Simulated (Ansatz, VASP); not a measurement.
# One calculation of Sb, two programs

The input INCAR:

```
PREC = Accurate ; ENCUT = 500
EDIFF = 1E-7 ; ISMEAR = -1
SIGMA = 0.05 ; LREAL = False
LASPH = True ; NELM = 200
ALGO = Normal ; ISIF = 3
LWAVE = False ; LCHARG = False
LNONCOLLINEAR = True ; MAGMOM = 0 0 0 0 0 0
LORBIT = 11 ; LSORBIT = True
GGA_COMPAT = False ; LORBMOM = True
GGA = PE ; IBRION = 2
NSW = 60 ; EDIFFG = -0.005
NELMIN = 4
```

Contents of KPOINTS:

```
Automatic mesh
0
Gamma
  11 11 11
```

POSCAR

```
Sb
1.0
    0.0000000000      3.2710663102      3.2710663102
    3.2710663102      0.0000000000      3.2710663102
    3.2710663102      3.2710663102      0.0000000000
Sb
2
Direct
   -0.1250000000     -0.1250000000     -0.1250000000
    0.1250000000      0.1250000000      0.1250000000
```

Input for Ansatz:

```yaml
crystal:
  lattice:
    - [0.0, 3.2710663102, 3.2710663102]
    - [3.2710663102, 0.0, 3.2710663102]
    - [3.2710663102, 3.2710663102, 0.0]
  atoms:
    - { symbol: Sb, position: [-0.125, -0.125, -0.125] }
    - { symbol: Sb, position: [0.125, 0.125, 0.125] }
kpoints:
  mp_grid: { grid: [11, 11, 11] }
scf:
  occupations: { method: fermi_dirac, width: 0.05 }
hamiltonian:
  xc: pbe
  pseudopotentials: { kind: paw_fr }
output:
  forces: true
  stress: true
relax:
  f_tol: 0.005
  max_steps: 40
  cell: {}
magnetization:
  noncollinear: true
  spin_orbit: true
```

Alike in both runs: task relaxation of cell and atoms; functional PBE; k mesh 11 × 11 × 11; occupations fermi-dirac, width 0.05 eV; non-collinear spin, spin-orbit coupling.

|  | VASP | Ansatz |
| --- | --- | --- |
| version | VASP 6.6.1 | Ansatz 0.2.0 |
| potentials or method | VASP PAW PBE potentials, release 64 (Sb) | PAW with Ansatz's default frozen-core files, fully relativistic files with spin-orbit coupling |
| plane-wave cutoff (eV) | 500 | 420 |
| valence electrons in the cell | 10 | 30 |

```csv
,VASP,Ansatz,Ansatz less VASP
net moment per atom (μB),0.00,0.00,0.000
relaxed volume (Å³/atom),42.81,42.78,-0.025
relaxed cell length with the largest relative difference (Å),4.947,4.946,-0.0010
```

VASP's potentials hold 10 valence electrons a cell and Ansatz's 30, so a difference there can come from the potentials and not from the codes.

Noted on VASP's run: the volume moved by over 15 % at a fixed basis, so the end points are rough.
